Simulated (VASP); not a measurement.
# As (P6_3/mmc) in VASP: notebook

Runs on As. Level: PBEsol. Tasks: relaxation of cell and atoms.

Program: VASP 6.6.1. These are calculated values, not measurements. Logs are shortened: lines on timing, memory, paths and dates and some standing lists are left out, and cuts for length are marked.

### 1 The cell of the first run

It takes space group P6_3/mmc (No. 194, hexagonal). Conventional cell: a = 3.120 Å, b = 3.120 Å, c = 5.095 Å, α = 90.00°, β = 90.00°, γ = 120.00°. Within 4.1 Å of As (site symmetry -6m2) lie 12 As at 3.12 Å.

### 2 Relaxation of cell and atoms, PBEsol, target pressure 20 GPa, at which the enthalpy is minimised

Contents of INCAR:

```
PREC = Accurate ; ENCUT = 600
EDIFF = 1E-6 ; ISMEAR = -1
SIGMA = 0.1 ; LREAL = False
LASPH = True ; NELM = 80
ALGO = Normal ; ISIF = 3
LWAVE = False ; LCHARG = False
GGA = PS ; IBRION = 2
NSW = 80 ; EDIFFG = -0.01
PSTRESS = 200.0
```

Contents of KPOINTS:

```
regular mesh
0
Gamma
  8 8 5
```

Contents of POSCAR:

```
As
1.0
    3.1200000000      0.0000000000      0.0000000000
   -1.5600000000      2.7019992598      0.0000000000
    0.0000000000      0.0000000000      5.0949600000
As
2
Direct
    0.3333333333      0.6666666667      0.2500000000
    0.6666666667      0.3333333333      0.7500000000
```

Potentials or basis: VASP PAW PBE potentials, release 64 (As).

Command:

```bash
$ cat potpaw_PBE.64/As/POTCAR > POTCAR
$ mpirun -np 1 vasp_std > vasp.out
```

OUTCAR:

```text
PREC = Accurate
   ENCUT = 600
   EDIFF = 1E-6
   ISMEAR = -1
   LREAL = False
   LASPH = True
   NELM = 80
   ISIF = 3
   GGA = PS
   IBRION = 2
   NSW = 80
   EDIFFG = -0.01
   PSTRESS = 200.0

 ion  position               nearest neighbor table
   1  0.333  0.667  0.250-
   2  0.667  0.333  0.750-

  LATTYP: Found a hexagonal cell.
 ALAT       =     3.1200000000
 C/A-ratio  =     1.6330000000

  Lattice vectors:

 A1 = (   3.1200000000,   0.0000000000,   0.0000000000)
 A2 = (  -1.5600000000,   2.7019992598,   0.0000000000)
 A3 = (   0.0000000000,   0.0000000000,   5.0949600000)

Analysis of symmetry for initial positions (statically):
=====================================================================
 Subroutine PRICEL returns:
 Original cell was already a primitive cell.

 Routine SETGRP: Setting up the symmetry group for a
 hexagonal supercell.

 Subroutine GETGRP returns: Found 24 space group operations
 (whereof 12 operations were pure point group operations)
 out of a pool of 24 trial point group operations.

The static configuration has the point symmetry D_3d.
 The point group associated with its full space group is D_6h.

Analysis of symmetry for dynamics (positions and initial velocities):
=====================================================================
 Subroutine PRICEL returns:
 Original cell was already a primitive cell.

 Routine SETGRP: Setting up the symmetry group for a
 hexagonal supercell.

 Subroutine GETGRP returns: Found 24 space group operations
 (whereof 12 operations were pure point group operations)
 out of a pool of 24 trial point group operations.

The dynamic configuration has the point symmetry D_3d.
 The point group associated with its full space group is D_6h.

 Subroutine INISYM returns: Found 24 space group operations
 (whereof 12 operations are pure point group operations),
 and found     1 'primitive' translations

----------------------------------------------------------------------------------------

                                     Primitive cell

  volume of cell :      42.9517

  direct lattice vectors                    reciprocal lattice vectors
     3.120000000  0.000000000  0.000000000     0.320512821  0.185048163  0.000000000
    -1.560000000  2.701999260  0.000000000     0.000000000  0.370096326  0.000000000
     0.000000000  0.000000000  5.094960000     0.000000000  0.000000000  0.196272395

  length of vectors
     3.120000000  3.120000000  5.094960000     0.370096326  0.370096326  0.196272395

  position of ions in fractional coordinates (direct lattice)
     0.333333333  0.666666667  0.250000000
     0.666666667  0.333333333  0.750000000

  ion indices of the primitive-cell ions
   primitive index   ion index
                 1           1
                 2           2

----------------------------------------------------------------------------------------

 KPOINTS: regular mesh

Automatic generation of k-mesh.
 Grid dimensions read from file:
 generate k-points for:    8    8    5

 Generating k-lattice:

  Cartesian coordinates                     Fractional coordinates (reciprocal lattice)
     0.040064103  0.023131020  0.000000000     0.125000000 -0.000000000  0.000000000
     0.000000000  0.046262041  0.000000000     0.000000000  0.125000000  0.000000000
     0.000000000  0.000000000  0.039254479     0.000000000  0.000000000  0.200000000

  Length of vectors
     0.046262041  0.046262041  0.039254479

  Shift w.r.t. Gamma in fractional coordinates (k-lattice)
     0.000000000  0.000000000  0.000000000

 Subroutine IBZKPT returns following result:
 ===========================================

 Found     30 irreducible k-points:

 Following reciprocal coordinates:
            Coordinates               Weight
  0.000000  0.000000  0.000000      1.000000
  0.125000 -0.000000  0.000000      6.000000
  0.250000 -0.000000  0.000000      6.000000
  0.375000  0.000000  0.000000      6.000000
  0.500000 -0.000000  0.000000      3.000000
  0.125000  0.125000  0.000000      6.000000
[... 16 lines left out ...]
  0.250000 -0.000000  0.400000     12.000000
  0.375000  0.000000  0.400000     12.000000
 [... further k-points ...]
   k-points           NKPTS =     30   k-points in BZ     NKDIM =     30   number of bands    NBANDS=      9
   number of dos      NEDOS =    301   number of ions     NIONS =      2
   total plane-waves  NPLWV =  32928
   dimension x,y,z NGX =    28 NGY =   28 NGZ =   42
   dimension x,y,z NGXF=    56 NGYF=   56 NGZF=   84
   ions per type =               2
   NGX,Y,Z   is equivalent  to a cutoff of  14.92, 14.92, 13.70 a.u.
   NGXF,Y,Z  is equivalent  to a cutoff of  29.84, 29.84, 27.41 a.u.
 SYSTEM =  unknown system
   PREC   = accura    normal or accurate (medium, high low for compatibility)
   ISTART =      0    job   : 0-new  1-cont  2-samecut
   ICHARG =      2    charge: 1-file 2-atom 10-const
   ISPIN  =      1    spin polarized calculation?
   LNONCOLLINEAR =      F non collinear calculations
   LSORBIT =      F    spin-orbit coupling
   LASPH  =      T    aspherical Exc in radial PAW
   ENCUT  =  600.0 eV  44.10 Ry    6.64 a.u.   6.23  6.23 10.18*2*pi/ulx,y,z
   NELM   =     80;   NELMIN=  2; NELMDL= -5     # of ELM steps
   EDIFF  = 0.1E-05   stopping-criterion for ELM
   LREAL  =      F    real-space projection
   EDIFFG = -.1E-01   stopping-criterion for IOM
   NSW    =     80    number of steps for IOM
   IBRION =      2    ionic relax: 0-MD 1-quasi-New 2-CG
   NFREE  =      1    steps in history (QN), initial steepest desc. (CG)
   ISIF   =      3    stress and relaxation
   ISYM   =      2    0-nonsym 1-usesym 2-fastsym
   POTIM  = 0.5000    time-step for ionic-motion
   TEBEG  =    0.0;   TEEND  =   0.0 temperature during run
   PSTRESS=  200.0 pullay stress
   NELECT =      10.0000    total number of electrons
   NUPDOWN=      -1.0000    fix difference up-down
   EMIN   =  10.00;   EMAX   =-10.00  energy-range for DOS
   EFERMI =   0.00;   METHOD = LEGACY
   ISMEAR =    -1;   SIGMA  =   0.10  broadening in eV -4-tet -1-fermi 0-gaus
   EFERMI_NEDOS =   21; number of points for ismear=-14 and -15
   IALGO  =     38    algorithm
   IMIX   =      4    mixing-type and parameters
     AMIX     =   0.40;   BMIX     =  1.00
     AMIX_MAG =   1.60;   BMIX_MAG =  1.00
  volume/ion in A,a.u.               =      21.48       144.93
  Fermi-wavevector in a.u.,A,eV,Ry     =   1.007120  1.903181 13.800268  1.014291
  Thomas-Fermi vector in A             =   2.139905
   LORBIT       =      0    0 simple, 1 ext, 2 COOP (PROOUT), +10 PAW based schemes
   GGA     = PS    functional components
   LHFCALC =     F    Hartree Fock is set to
   AEXX    =    0.0000 exact exchange contribution
   IVDW    =     0    specifies the selected vdW correction
   LEPSILON=     F    determine dielectric tensor
   LRPA    =     F    only Hartree local field effects (RPA)
 conjugate gradient relaxation of ions
 non-spin polarized calculation
  energy-cutoff  :      600.00
  volume of cell :       42.95
 maximum number of plane-waves:      1450
 NGX is ok and might be reduce to    28
   NGX = 13   NGY = 13   NGZ = 21

--------------------------------------- Ionic step        1  -------------------------------------------

 number of electron      10.0000000 magnetization

 Free energy of the ion-electron system (eV)
  ---------------------------------------------------
  ext. energy  EPLUGINS =         0.00000000
  ---------------------------------------------------
  free energy    TOTEN  =        -9.10809756 eV

  energy without entropy =       -9.05999323  energy(sigma->0) =       -9.08404539

------------------------ aborting loop because EDIFF is reached ----------------------------------------

  FORCE on cell =-STRESS in cart. coord.  units (eV):
  Direction    XX          YY          ZZ          XY          YZ          ZX
  --------------------------------------------------------------------------------------
  -------------------------------------------------------------------------------------
  Total       -2.8065045     -2.8065045     -2.7020365      0.0000000     -0.0000000      0.0000000
  in kB     -104.6877170   -104.6877170   -100.7908719      0.0000000     -0.0000000      0.0000000
  external PRESSURE =    -303.3887686 kB  Pullay stress =     200.0000000 kB
[... 23 lines left out ...]
  enthalpy is  TOTEN    =        -3.7464284056 eV   P V=        5.3616691511

--------------------------------------- Ionic step        2  -------------------------------------------

 number of electron      10.0000000 magnetization

 E-fermi :  14.1699     XC(G=0): -13.3306

 val. band max:       14.1261068575   @ k =   0.2500   0.1250   0.2000
 cond. band min:      14.1885833563   @ k =   0.2500  -0.0000   0.4000
 fundamental gap:      0.0624764988
 Fermi energy:        14.1699025042

 k-point     1 :       0.0000    0.0000    0.0000
  band No.  band energies     occupation
      1      -7.4105      2.00000
      2       1.1408      2.00000
      3       2.3703      2.00000
      4      21.6704      0.00000
      5      21.6704      0.00000
      6      24.3529      0.00000
      7      24.3529      0.00000
      8      25.5556      0.00000
      9      27.6588      0.00000
[... 463 lines left out ...]
  enthalpy is  TOTEN    =        -5.1388601907 eV   P V=        3.9259598013

--------------------------------------- Ionic step        7  -------------------------------------------

 number of electron      10.0000001 magnetization

 Free energy of the ion-electron system (eV)
  ---------------------------------------------------
  ext. energy  EPLUGINS =         0.00000000
  ---------------------------------------------------
  free energy    TOTEN  =        -9.06348004 eV

  energy without entropy =       -9.02834059  energy(sigma->0) =       -9.04591031

 E-fermi :   8.8364     XC(G=0): -11.7202

 val. band max:        8.7515996775   @ k =   0.2500   0.1250   0.2000
 cond. band min:       8.9488992273   @ k =   0.3750   0.1250   0.4000
 fundamental gap:      0.1972995498
 Fermi energy:         8.8364289701

 k-point     1 :       0.0000    0.0000    0.0000
  band No.  band energies     occupation
      1      -8.2846      2.00000
      2      -2.2813      2.00000
      3       0.5328      2.00000
      4      13.5619      0.00000
      5      13.5619      0.00000
      6      15.7505      0.00000
      7      15.7505      0.00000
      8      16.6918      0.00000
      9      19.1308      0.00000
[... 305 lines left out ...]
  FREE ENERGIE OF THE ION-ELECTRON SYSTEM (eV)
  ---------------------------------------------------
  free  energy   TOTEN  =        -9.0634800360 eV

  energy  without entropy=       -9.0283405863  energy(sigma->0) =       -9.04591031

  enthalpy is  TOTEN    =        -5.1393849477 eV   P V=        3.9240950883

 reached required accuracy - stopping structural energy minimisation
```

It took 62 s on 1 thread of Intel Xeon Platinum 8488C (Sapphire Rapids), shared host; peak memory 0.18 GiB.

Results:

```yaml
Free_energy: -9.0635 eV
Relaxed_volume: 15.72 Å³/atom
Relaxed_cell: a = 2.829 Å, b = 2.829 Å, c = 4.534 Å, α = 90.00°, β = 90.00°, γ = 120.00°
Space_group_after_relaxing_to_0.05_Å: P6_3/mmc (No. 194)
Energy_change_on_relaxing_the_enthalpy_is_what_falls: +22.3 meV/atom
Ionic_steps: 7
Pressure_after_relaxing: 20.1 GPa
Band_gap_on_the_k_mesh: zero (band 5 reaches 14.35 eV, above the bottom of band 6 at 5.75 eV)
```

Stress tensor (GPa, compression positive):
```
20.08  0.00  0.00
 0.00 20.08  0.00
 0.00  0.00 20.00
```

Step by step:
```tsv
step	energy change (eV)	largest force (eV/Å)	pressure (GPa)	volume (Å³)
1	0.0000	0.0000	-10.34	42.95
2	3.7010	0.0000	136.07	22.31
3	-0.0432	0.0000	15.88	32.26
4	0.0153	0.0000	18.71	31.71
5	0.0437	0.0000	20.01	31.48
6	0.0433	0.0000	20.01	31.45
7	0.0446	0.0000	20.05	31.44
```

Final structure:
```cif
data_structure
_symmetry_space_group_name_H-M 'P 1'
_symmetry_Int_Tables_number 1
_cell_length_a 2.8294
_cell_length_b 2.8294
_cell_length_c 4.5341
_cell_angle_alpha 90.000
_cell_angle_beta 90.000
_cell_angle_gamma 120.000
_cell_volume 31.44
loop_
_atom_site_label
_atom_site_type_symbol
_atom_site_fract_x
_atom_site_fract_y
_atom_site_fract_z
_atom_site_occupancy
As1 As 0.33333 0.66667 0.25000 1
As2 As 0.66667 0.33333 0.75000 1
```

Caveat: the cell is relaxed towards a set pressure, so the enthalpy falls and the energy may rise; the volume moved by over 15 % at a fixed basis, so the end points are rough; the PAW data sets were made with another functional, which shifts forces and pressure a little.

### 3 Relaxation of cell and atoms, PBEsol, target pressure 40 GPa, at which the enthalpy is minimised

Contents of INCAR:

```
PREC = Accurate ; ENCUT = 600
EDIFF = 1E-6 ; ISMEAR = -1
SIGMA = 0.1 ; LREAL = False
LASPH = True ; NELM = 60
ALGO = Normal ; ISIF = 3
LWAVE = False ; LCHARG = False
GGA = PS ; IBRION = 2
NSW = 80 ; EDIFFG = -0.01
PSTRESS = 400.0
```

KPOINTS is that of step 2.

POSCAR is that of step 2.

Potentials or basis: VASP PAW PBE potentials, release 64 (As).

Command:

```bash
$ cat potpaw_PBE.64/As/POTCAR > POTCAR
$ mpirun -np 1 vasp_std > vasp.out
```

Wall time 90 s (1 thread of Intel Xeon Platinum 8488C (Sapphire Rapids), shared host); peak memory 0.19 GiB.

It converged, with:

```
Free energy                                            : -8.5405 eV
Relaxed volume                                         : 14.29 Å³/atom
Relaxed cell                                           : a = 2.747 Å, b = 2.747 Å, c = 4.373 Å, α = 90.00°, β = 90.00°, γ = 120.00°
Space group after relaxing (to 0.05 Å)                 : P6_3/mmc (No. 194)
Energy change on relaxing (the enthalpy is what falls) : +283.8 meV/atom
Ionic steps                                            : 10
Pressure after relaxing                                : 40.0 GPa
Band gap on the k mesh                                 : zero (band 5 reaches 16.27 eV, above the bottom of band 6 at 6.71 eV)
```

Step by step:
```csv
step,energy change (eV),largest force (eV/Å),pressure (GPa),volume (Å³)
1,0.0000,0.0000,-10.34,42.95
2,26.0311,0.0000,916.17,13.18
3,0.0859,0.0000,21.88,31.15
4,0.2549,0.0000,28.77,30.08
5,0.5792,0.0000,40.54,28.57
6,0.5176,0.0000,38.40,28.82
7,0.5213,0.0000,38.45,28.77
8,0.5239,0.0000,38.50,28.76
9,0.6534,0.0000,42.91,28.25
10,0.5676,0.0000,40.00,28.58
```

Final structure:
```
As
1.0
     2.74695    0.00000    0.00000
    -1.37347    2.37893    0.00000
     0.00000    0.00000    4.37342
As
2
Direct
  0.33333 0.66667 0.25000
  0.66667 0.33333 0.75000
```

Levels at points of the mesh, in eV from the Fermi level:
```
           k point  band 2  band 3  band 4  band 5  band 6  band 7  band 8  band 9
(0.00, 0.00, 0.00)  -11.34   -9.10    5.22    5.22    7.65    7.65    9.07   10.90
(0.50, 0.00, 0.00)  -10.83   -5.18   -4.11   -3.71   -0.96    0.35    5.03    5.84
```

Caveat: the cell is relaxed towards a set pressure, so the enthalpy falls and the energy may rise; the volume moved by over 15 % at a fixed basis, so the end points are rough; the PAW data sets were made with another functional, which shifts forces and pressure a little.

### 4 Relaxation of cell and atoms, PBEsol, target pressure 60 GPa, at which the enthalpy is minimised

Contents of INCAR:

```
ALGO = Normal ; EDIFF = 1E-6
EDIFFG = -0.01 ; ENCUT = 600
GGA = PS ; IBRION = 2
ISIF = 3 ; ISMEAR = -1
LASPH = T ; LCHARG = F
LREAL = F ; LWAVE = F
NELM = 100 ; NSW = 80
PREC = Accurate ; PSTRESS = 600.0
SIGMA = 0.1
```

Contents of KPOINTS:

```
k-points
0
Gamma
  8 8 5
```

POSCAR is that of step 3.

Command:

```bash
$ cat potpaw_PBE.64/As/POTCAR > POTCAR
$ mpirun -np 1 vasp_std > vasp.out
```

Wall time 1.8 min (1 thread of Intel Xeon Platinum 8488C (Sapphire Rapids), shared host); peak memory 0.21 GiB.

The run converged. Its results:

```
Free energy                                            : -7.9257 eV
Relaxed volume                                         : 13.29 Å³/atom
Relaxed cell                                           : a = 2.685 Å, b = 2.685 Å, c = 4.258 Å, α = 90.00°, β = 90.00°, γ = 120.00°
Space group after relaxing (to 0.05 Å)                 : P6_3/mmc (No. 194)
Energy change on relaxing (the enthalpy is what falls) : +591.2 meV/atom
Ionic steps                                            : 15
Pressure after relaxing                                : 60.0 GPa
Band gap on the k mesh                                 : zero (band 5 reaches 17.83 eV, above the bottom of band 6 at 7.51 eV)
```

The path:
| step | energy change (eV) | largest force (eV/Å) | pressure (GPa) | volume (Å³) |
| --- | --- | --- | --- | --- |
| 1 | 0.0000 | 0.0000 | -10.34 | 42.95 |
| 2 | 127.0399 | 0.0000 | 6400.49 | 6.96 |
| 3 | -0.1851 | 0.0000 | -5.51 | 39.30 |
| 4 | -0.2344 | 0.0000 | 0.23 | 36.52 |
| 5 | 2.5083 | 0.0000 | 100.40 | 23.93 |
| 6 | 0.9068 | 0.0000 | 51.42 | 27.42 |
| 7 | 1.1507 | 0.0000 | 59.16 | 26.72 |
| 8 | 1.2546 | 0.0000 | 62.38 | 26.44 |
| 9 | 1.0034 | 0.0000 | 54.28 | 27.09 |
| 10 | 1.0898 | 0.0000 | 57.14 | 26.85 |
| 11 | 1.2802 | 0.0000 | 63.07 | 26.34 |
| 12 | 1.1725 | 0.0000 | 59.70 | 26.61 |
| 13 | 1.1742 | 0.0000 | 59.74 | 26.61 |
| 14 | 1.1903 | 0.0000 | 60.27 | 26.57 |
| 15 | 1.1824 | 0.0000 | 60.02 | 26.59 |

Final structure:
```
As
1.0
     2.68528    0.00000    0.00000
    -1.34264    2.32552    0.00000
     0.00000    0.00000    4.25757
As
2
Cartesian
  0.0000 1.5503 1.0644
  1.3426 0.7752 3.1932
```

Levels at points of the mesh, in eV from the Fermi level:
```tsv
k point	band 3	band 4	band 5	band 6	band 7	band 8
(0.00, 0.00, 0.00)	-9.75	5.61	5.61	8.20	8.20	10.06
(0.50, 0.00, 0.00)	-5.06	-4.26	-4.02	-1.19	0.31	4.98
```

Caveat: the cell is relaxed towards a set pressure, so the enthalpy falls and the energy may rise; the volume moved by over 15 % at a fixed basis, so the end points are rough; the PAW data sets were made with another functional, which shifts forces and pressure a little.

### 5 Summary

| cell | gap on the mesh (eV) | pressure (GPa) |
| --- | --- | --- |
| relaxed to 20 GPa | none | 20.1 |
| relaxed to 40 GPa | none | 40.0 |
| relaxed to 60 GPa | none | 60.0 |

Alike in all rows: task relaxation of cell and atoms; level PBEsol; potentials or basis VASP PAW PBE potentials, release 64 (As); no spin polarisation; k mesh 8 × 8 × 5; cutoff (eV) 600; smearing fermi-dirac 0.1 eV.

Caveats: the cell is relaxed towards a set pressure, so the enthalpy falls and the energy may rise; the volume moved by over 15 % at a fixed basis, so the end points are rough; the PAW data sets were made with another functional, which shifts forces and pressure a little.

Absolute energies hang on the potentials; compare differences alone.
